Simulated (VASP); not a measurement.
Input of a VASP 6.6.1 run:

The input INCAR:

```
PREC     = Accurate       # precision mode
ENCUT    = 600            # plane-wave cutoff, eV
EDIFF    = 1E-6           # SCF threshold, eV
ISMEAR   = 0              # smearing method
SIGMA    = 0.2            # smearing width, eV
LREAL    = False          # projectors in reciprocal space
LASPH    = True           # aspherical terms in the spheres
NELM     = 60             # most SCF steps
ALGO     = Normal         # electronic algorithm
ISIF     = 3              # what is computed and relaxed
LWAVE    = False          # write WAVECAR
LCHARG   = False          # write CHGCAR
GGA      = PE             # functional
IBRION   = 2              # ionic algorithm
NSW      = 36             # ionic steps
EDIFFG   = -0.08          # ionic threshold
```

The input KPOINTS:

```
regular mesh
0
Gamma
  4 4 4
```

Contents of POSCAR:

```
Zr2Ta3O2
1.0
    2.7208801000      1.5709008600      4.2702044500
   -2.7208801000      1.5709008600      4.2702044500
    0.0000000000     -3.1418017100      4.2702044500
Zr Ta O
2 3 2
Direct
    0.5000000000      0.5000000000      0.5000000000
    0.0000000000      0.0000000000      0.0000000000
    0.5000000000      0.5000000000      0.0000000000
    0.0000000000      0.5000000000      0.5000000000
    0.5000000000      0.0000000000      0.5000000000
    0.2828247300      0.2828247300      0.2828247300
    0.7171752700      0.7171752700      0.7171752700
```

Potentials or basis: VASP PAW PBE potentials, release 64 (Zr_sv, Ta_pv, O).

Command:

```bash
$ cat potpaw_PBE.64/Zr_sv/POTCAR potpaw_PBE.64/Ta_pv/POTCAR potpaw_PBE.64/O/POTCAR > POTCAR
$ mpirun -np 1 vasp_std > vasp.out
```

Task: Predict the space group after relaxing (to 0.1 Å).

Result: R-3m (No. 166).

Task: Estimate the relaxed volume.

Result: 20.90 Å³/atom.

Task: What does it give for the band gap on the k mesh?

Result: Zero (an odd number of electrons rules out a gap without spin polarisation).

Stress tensor (GPa, compression positive):
```
 0.18  0.00  0.00
 0.00  0.18  0.00
 0.00  0.00 -0.02
```

Caveat: the volume moved by over 15 % at a fixed basis, so the end points are rough; spin-orbit coupling is left out, which moves the levels of the heavy elements; an odd number of electrons without spin polarisation forces a metal; a magnetic or distorted state may lie lower.
